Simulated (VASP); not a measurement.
# TiO2 (C2/c) in VASP: a series of runs

The runs below take TiO2 through single point, with r2SCAN.

Everything below comes from runs of VASP 6.6.1. Logs are shortened: lines on timing, memory, paths and dates and some standing lists are left out, and cuts for length are marked.

## (1) The cell of the first run

It takes space group C2/c (No. 15, monoclinic). The conventional cell has a = 5.412 Å, b = 5.413 Å, c = 5.472 Å, α = 90.00°, β = 118.77°, γ = 90.00°. Within 2.6 Å of Ti (site symmetry 2) lie 6 O at 1.93 to 2.00 Å. O (site symmetry 1) has 3 Ti at 1.93 to 2.00 Å and 2 O at 2.50 Å within 2.6 Å.

## (2) Single point, r2SCAN

File POSCAR:

```
TiO2
1.0
    2.7060340000     -2.7066550000      0.0000000000
    2.7060340000      2.7066550000      0.0000000000
   -2.6335310000      0.0000000000      4.7966370000
Ti O
2 4
Direct
    0.1341100000      0.8658900000      0.2500000000
    0.8658900000      0.1341100000      0.7500000000
    0.3312210000      0.0887550000      0.6671490000
    0.6687790000      0.9112450000      0.3328510000
    0.9112450000      0.6687790000      0.8328510000
    0.0887550000      0.3312210000      0.1671490000
```

File INCAR.step1:

```
PREC     = Accurate       # precision mode
ENCUT    = 520            # plane-wave cutoff, eV
ISMEAR   = 0              # smearing method
SIGMA    = 0.02           # smearing width, eV
LREAL    = F              # projectors in reciprocal space
LASPH    = T              # aspherical terms in the spheres
NELM     = 100            # most SCF steps
NBANDS   = 33             # bands
GGA      = PE             # functional
ALGO     = Normal         # electronic algorithm
EDIFF    = 1E-4           # SCF threshold, eV
LWAVE    = T              # write WAVECAR
LCHARG   = F              # write CHGCAR
```

File INCAR.step2:

```
PREC     = Accurate       # precision mode
ENCUT    = 520            # plane-wave cutoff, eV
EDIFF    = 1E-7           # SCF threshold, eV
ISMEAR   = 0              # smearing method
SIGMA    = 0.02           # smearing width, eV
LREAL    = F              # projectors in reciprocal space
LASPH    = T              # aspherical terms in the spheres
NELM     = 100            # most SCF steps
ALGO     = Normal         # electronic algorithm
ISIF     = 2              # what is computed and relaxed
LWAVE    = F              # write WAVECAR
LCHARG   = F              # write CHGCAR
METAGGA  = R2SCAN         # meta-GGA
LMIXTAU  = T            
NBANDS   = 33             # bands
ISTART   = 1
```

File KPOINTS:

```
regular mesh
0
Gamma
  1 1 1
```

Potentials or basis: VASP PAW PBE potentials, release 64 (Ti_sv, O).

The run is started by

```console
> cat potpaw_PBE.64/Ti_sv/POTCAR potpaw_PBE.64/O/POTCAR > POTCAR
> cp INCAR.step1 INCAR
> mpirun -np 1 vasp_gam > vasp.out
> cp INCAR.step2 INCAR
> mpirun -np 1 vasp_gam > vasp.out
```

OUTCAR:

```text
PREC = Accurate
   ENCUT = 520
   EDIFF = 1E-7
   ISMEAR = 0
   LREAL = F
   LASPH = T
   NELM = 100
   ISIF = 2
   METAGGA = R2SCAN
   ISTART = 1

 ion  position               nearest neighbor table
   1  0.134  0.866  0.250-   4 1.93   6 1.93   6 1.98   4 1.98   3 2.00   5 2.00
   2  0.866  0.134  0.750-   5 1.93   3 1.93   5 1.98   3 1.98   6 2.00   4 2.00
   3  0.331  0.089  0.667-   2 1.93   2 1.98   1 2.00
   4  0.669  0.911  0.333-   1 1.93   1 1.98   2 2.00
   5  0.911  0.669  0.833-   2 1.93   2 1.98   1 2.00
   6  0.089  0.331  0.167-   1 1.93   1 1.98   2 2.00

  LATTYP: Found a base centered monoclinic cell.
 ALAT       =     5.4120680000
 B/A-ratio  =     1.0002294871
 C/A-ratio  =     1.0110809974
 COS(beta)  =    -0.4812705001

  Lattice vectors:

 A1 = (   2.7060340000,  -2.7066550000,   0.0000000000)
 A2 = (   2.7060340000,   2.7066550000,   0.0000000000)
 A3 = (  -2.6335310000,   0.0000000000,   4.7966370000)

Analysis of symmetry for initial positions (statically):
=====================================================================
 Subroutine PRICEL returns:
 Original cell was already a primitive cell.

 Routine SETGRP: Setting up the symmetry group for a
 base centered monoclinic supercell.

 Subroutine GETGRP returns: Found  4 space group operations
 (whereof  2 operations were pure point group operations)
 out of a pool of  4 trial point group operations.

The static configuration has the point symmetry S_2 .
 The point group associated with its full space group is C_2h.

Analysis of symmetry for dynamics (positions and initial velocities):
=====================================================================
 Subroutine PRICEL returns:
 Original cell was already a primitive cell.

 Routine SETGRP: Setting up the symmetry group for a
 base centered monoclinic supercell.

 Subroutine GETGRP returns: Found  4 space group operations
 (whereof  2 operations were pure point group operations)
 out of a pool of  4 trial point group operations.

The dynamic configuration has the point symmetry S_2 .
 The point group associated with its full space group is C_2h.

 Subroutine INISYM returns: Found  4 space group operations
 (whereof  2 operations are pure point group operations),
 and found     1 'primitive' translations

[... 77 lines left out ...]
   NELM   =    100;   NELMIN=  2; NELMDL=  0     # of ELM steps
   EDIFF  = 0.1E-06   stopping-criterion for ELM
   LREAL  =      F    real-space projection
   EDIFFG = 0.1E-05   stopping-criterion for IOM
   NSW    =      0    number of steps for IOM
   IBRION =     -1    ionic relax: 0-MD 1-quasi-New 2-CG
   NFREE  =      0    steps in history (QN), initial steepest desc. (CG)
   ISIF   =      2    stress and relaxation
   ISYM   =      2    0-nonsym 1-usesym 2-fastsym
   POTIM  = 0.5000    time-step for ionic-motion
   TEBEG  =    0.0;   TEEND  =   0.0 temperature during run
   PSTRESS=    0.0 pullay stress
   NELECT =      48.0000    total number of electrons
   NUPDOWN=      -1.0000    fix difference up-down
   EMIN   =  10.00;   EMAX   =-10.00  energy-range for DOS
   EFERMI =   0.00;   METHOD = LEGACY
   ISMEAR =     0;   SIGMA  =   0.02  broadening in eV -4-tet -1-fermi 0-gaus
   EFERMI_NEDOS =   21; number of points for ismear=-14 and -15
   IALGO  =     38    algorithm
   IMIX   =      4    mixing-type and parameters
     AMIX     =   0.40;   BMIX     =  1.00
     AMIX_MAG =   1.60;   BMIX_MAG =  1.00
  volume/ion in A,a.u.               =      11.71        79.03
  Fermi-wavevector in a.u.,A,eV,Ry     =   1.441820  2.724644 28.284385  2.078844
  Thomas-Fermi vector in A             =   2.560409
   LORBIT       =      0    0 simple, 1 ext, 2 COOP (PROOUT), +10 PAW based schemes
   METAGGA = R2SCAN    functional components
   LHFCALC =     F    Hartree Fock is set to
   AEXX    =    0.0000 exact exchange contribution
   IVDW    =     0    specifies the selected vdW correction
   LEPSILON=     F    determine dielectric tensor
   LRPA    =     F    only Hartree local field effects (RPA)
 non-spin polarized calculation
 Gauss-broadening in eV      SIGMA  =   0.02
  energy-cutoff  :      520.00
  volume of cell :       70.26
 maximum number of plane-waves:       950
   NGX = 15   NGY = 15   NGZ = 21

 number of electron      47.9999995 magnetization

 Free energy of the ion-electron system (eV)
  ---------------------------------------------------
  ext. energy  EPLUGINS =         0.00000000
  ---------------------------------------------------
  free energy    TOTEN  =       -60.86745084 eV

  energy without entropy =      -60.86745084  energy(sigma->0) =      -60.86745084

 E-fermi :   3.0075     XC(G=0): -11.2178

 val. band max:        2.8410150054   @ k =   0.0000   0.0000   0.0000
 cond. band min:       4.8924403614   @ k =   0.0000   0.0000   0.0000
 fundamental gap:      2.0514253560
 Fermi energy:         3.0074843170

 k-point     1 :       0.0000    0.0000    0.0000
  band No.  band energies     occupation
      1     -56.3115      2.00000
      2     -56.2609      2.00000
      3     -31.5676      2.00000
      4     -31.5660      2.00000
      5     -31.5089      2.00000
      6     -31.5072      2.00000
[... 25 lines left out ...]
     32       7.7691      0.00000
     33       8.2417      0.00000

------------------------ aborting loop because EDIFF is reached ----------------------------------------

  FORCE on cell =-STRESS in cart. coord.  units (eV):
  Direction    XX          YY          ZZ          XY          YZ          ZX
  --------------------------------------------------------------------------------------
  -------------------------------------------------------------------------------------
  Total        6.4342324      6.4163462      6.0843822      0.0000000      0.0000000     -0.6157545
  in kB      146.7149349    146.3070892    138.7375644      0.0000000      0.0000000    -14.0405832
  external PRESSURE =     143.9198628 kB  Pullay stress =       0.0000000 kB

 VOLUME and BASIS-vectors are now :
 -----------------------------------------------------------------------------
  energy-cutoff  :      520.00
  volume of cell :       70.26
      direct lattice vectors                 reciprocal lattice vectors
     2.706034000 -2.706655000  0.000000000     0.184772253 -0.184729860  0.101446796
     2.706034000  2.706655000  0.000000000     0.184772253  0.184729860  0.101446796
    -2.633531000  0.000000000  4.796637000     0.000000000  0.000000000  0.208479399

 POSITION                                       TOTAL-FORCE (eV/Angst)
 -----------------------------------------------------------------------------------
      2.04765      1.98068      1.19916        -0.000000     -1.446625     -0.000000
      0.73089     -1.98068      3.59748        -0.000000      1.446625     -0.000000
     -0.62049     -0.65627      3.20007         0.096308     -0.753563     -6.485628
      3.39903      0.65627      1.59657        -0.096308      0.753563      6.485628
      2.08226     -0.65627      3.99488        -0.096308     -0.753563      6.485628
      0.69628      0.65627      0.80175         0.096308      0.753563     -6.485628
 -----------------------------------------------------------------------------------
    total drift:                               -0.000000      0.000000     -0.000000

  FREE ENERGIE OF THE ION-ELECTRON SYSTEM (eV)
  ---------------------------------------------------
  free  energy   TOTEN  =       -60.8674508366 eV

  energy  without entropy=      -60.8674508366  energy(sigma->0) =      -60.86745084
```

Run time: 20 s. Hardware: 1 thread of Intel Xeon 6975P-C (Granite Rapids), shared host; peak memory 0.18 GiB.

Results:

| Item | Value |
| --- | --- |
| Free energy | -60.8675 eV |
| Pressure | 14.4 GPa |
| Largest force | 6.530 eV/Å |
| Band gap on the k mesh | 2.05 eV |

Forces in eV/Å, atoms in the order of the input:
```
Ti   0.000 -1.447  0.000
Ti   0.000  1.447  0.000
O    0.096 -0.754 -6.486
O   -0.096  0.754  6.486
O   -0.096 -0.754  6.486
O    0.096  0.754 -6.486
```

Levels at points of the mesh, in eV from the valence-band top:
```tsv
k point	band 21	band 22	band 23	band 24	band 25	band 26	band 27	band 28
(0.00, 0.00, 0.00)	-0.46	-0.34	-0.01	0.00	2.05	2.72	3.98	4.00
```

Caveat: the k points lie up to 1.76 Å⁻¹ apart; the PAW data sets were made with another functional, which shifts forces and pressure a little. r2SCAN opens gaps a little over a GGA but as a rule still falls short of measured ones.

## (3) Single point, r2SCAN

POSCAR is that of step 2.

File INCAR.step1:

```
PREC = Accurate ; ENCUT = 520
ISMEAR = 0 ; SIGMA = 0.02
LREAL = F ; LASPH = T
NELM = 100 ; NBANDS = 33
GGA = PE ; ALGO = Normal
EDIFF = 1E-4 ; LWAVE = T
LCHARG = F
```

File INCAR.step2:

```
PREC = Accurate ; ENCUT = 520
EDIFF = 1E-6 ; ISMEAR = 0
SIGMA = 0.02 ; LREAL = F
LASPH = T ; NELM = 100
ALGO = Normal ; ISIF = 2
LWAVE = F ; LCHARG = F
METAGGA = R2SCAN ; LMIXTAU = T
NBANDS = 33 ; ISTART = 1
```

File KPOINTS:

```
regular mesh
0
Gamma
  2 2 2
```

Potentials or basis: VASP PAW PBE potentials, release 64 (Ti_sv, O).

The run is started by

```console
> cat potpaw_PBE.64/Ti_sv/POTCAR potpaw_PBE.64/O/POTCAR > POTCAR
> cp INCAR.step1 INCAR
> mpirun -np 1 vasp_std > vasp.out
> cp INCAR.step2 INCAR
> mpirun -np 1 vasp_std > vasp.out
```

It took 37 s on 1 thread of Intel Xeon 6975P-C (Granite Rapids), shared host; peak memory 0.18 GiB.

The run converged. Its results:

| Property | Result |
| --- | --- |
| Free energy | -69.8758 eV |
| Pressure | -6.1 GPa |
| Largest force | 0.383 eV/Å |
| Band gap on the k mesh | 2.45 eV, indirect (least direct gap 2.90 eV) |

Forces in eV/Å, atoms in the order of the input:
```
Ti   0.000  0.019  0.000
Ti   0.000 -0.019  0.000
O    0.002 -0.051 -0.380
O   -0.002  0.051  0.380
O   -0.002 -0.051  0.380
O    0.002  0.051 -0.380
```

Stress tensor (GPa, compression positive):
```
-9.28  0.00 -0.14
 0.00 -9.32  0.00
-0.14  0.00  0.34
```

Levels at points of the mesh, in eV from the valence-band top:
| k point | band 21 | band 22 | band 23 | band 24 | band 25 | band 26 | band 27 | band 28 |
| --- | --- | --- | --- | --- | --- | --- | --- | --- |
| (0.00, 0.00, 0.00) | -0.79 | -0.77 | -0.46 | -0.46 | 2.45 | 3.16 | 4.19 | 4.21 |
| (0.50, 0.00, 0.00) | -1.86 | -0.93 | -0.92 | -0.66 | 3.59 | 3.74 | 3.74 | 4.00 |
| (0.50, 0.50, 0.00) | -2.21 | -1.91 | -0.02 | 0.00 | 3.60 | 3.64 | 3.88 | 4.23 |
| (0.00, 0.00, 0.50) | -1.29 | -1.29 | -0.15 | -0.15 | 2.79 | 2.79 | 4.03 | 4.03 |
| (0.50, 0.00, 0.50) | -1.89 | -0.92 | -0.91 | -0.67 | 3.45 | 3.83 | 3.86 | 3.87 |
| (0.50, 0.50, 0.50) | -2.06 | -2.06 | -0.02 | -0.02 | 3.62 | 3.62 | 4.06 | 4.06 |

Caveat: the k points lie up to 0.88 Å⁻¹ apart; the PAW data sets were made with another functional, which shifts forces and pressure a little. A k mesh can miss the band edges.

## (4) Single point, r2SCAN

POSCAR is that of step 3.

File INCAR.step1:

```
PREC = Accurate
ENCUT = 520
ISMEAR = 0
SIGMA = 0.02
LREAL = F
LASPH = T
NELM = 80
NBANDS = 33
GGA = PE
ALGO = Normal
EDIFF = 1E-4
LWAVE = T
LCHARG = F
```

File INCAR.step2:

```
PREC = Accurate
ENCUT = 520
EDIFF = 1E-7
ISMEAR = 0
SIGMA = 0.02
LREAL = F
LASPH = T
NELM = 80
ALGO = Normal
ISIF = 2
LWAVE = F
LCHARG = T
METAGGA = R2SCAN
LMIXTAU = T
LELF = T
LVHAR = T
NBANDS = 33
ISTART = 1
```

File KPOINTS:

```
regular mesh
0
Gamma
  4 4 2
```

The run is started by

```console
> cat potpaw_PBE.64/Ti_sv/POTCAR potpaw_PBE.64/O/POTCAR > POTCAR
> cp INCAR.step1 INCAR
> mpirun -np 1 vasp_std > vasp.out
> cp INCAR.step2 INCAR
> mpirun -np 1 vasp_std > vasp.out
```

It took 67 s on 1 thread of Intel Xeon 6975P-C (Granite Rapids), shared host; peak memory 0.19 GiB.

The run converged. Its results:

```
Free energy            : -69.8150 eV
Pressure               : -5.2 GPa
Largest force          : 0.193 eV/Å
Band gap on the k mesh : 2.46 eV, indirect (least direct gap 2.91 eV)
```

Forces in eV/Å, atoms in the order of the input:
```
Ti   0.000  0.078  0.000
Ti   0.000 -0.078  0.000
O    0.004 -0.041 -0.189
O   -0.004  0.041  0.189
O   -0.004 -0.041  0.189
O    0.004  0.041 -0.189
```

Stress tensor (GPa, compression positive):
```
-5.24  0.00 -0.29
 0.00 -5.29  0.00
-0.29  0.00 -5.10
```

Levels at points of the mesh, in eV from the valence-band top:
| k point | band 22 | band 23 | band 24 | band 25 | band 26 | band 27 |
| --- | --- | --- | --- | --- | --- | --- |
| (0.00, 0.00, 0.00) | -0.76 | -0.46 | -0.45 | 2.46 | 3.17 | 4.20 |
| (0.50, 0.00, 0.00) | -0.93 | -0.91 | -0.66 | 3.60 | 3.75 | 3.75 |
| (0.50, 0.50, 0.00) | -1.90 | -0.02 | 0.00 | 3.61 | 3.65 | 3.89 |
| (0.00, 0.00, 0.50) | -1.29 | -0.15 | -0.15 | 2.80 | 2.80 | 4.04 |
| (0.50, 0.00, 0.50) | -0.91 | -0.91 | -0.66 | 3.46 | 3.83 | 3.87 |
| (0.50, 0.50, 0.50) | -2.04 | -0.02 | -0.02 | 3.63 | 3.63 | 4.07 |

Caveat: the k points lie up to 0.65 Å⁻¹ apart; the PAW data sets were made with another functional, which shifts forces and pressure a little.

## (5) Summary

```tsv
k mesh	gap on the mesh (eV)	pressure (GPa)	largest force (eV/Å)
1 × 1 × 1	2.05	14.4	6.53
2 × 2 × 2	2.45	-6.1	0.38
4 × 4 × 2	2.46	-5.2	0.19
```

Alike in all rows: task single point; level r2SCAN; potentials or basis VASP PAW PBE potentials, release 64 (Ti_sv, O); no spin polarisation; cell as given; cutoff (eV) 520; smearing gaussian 0.02 eV.

Caveats: all runs use coarse meshes; the PAW data sets were made with another functional, which shifts forces and pressure a little.

Total energies depend on the potentials used, so only differences within one code and one set of settings carry meaning.
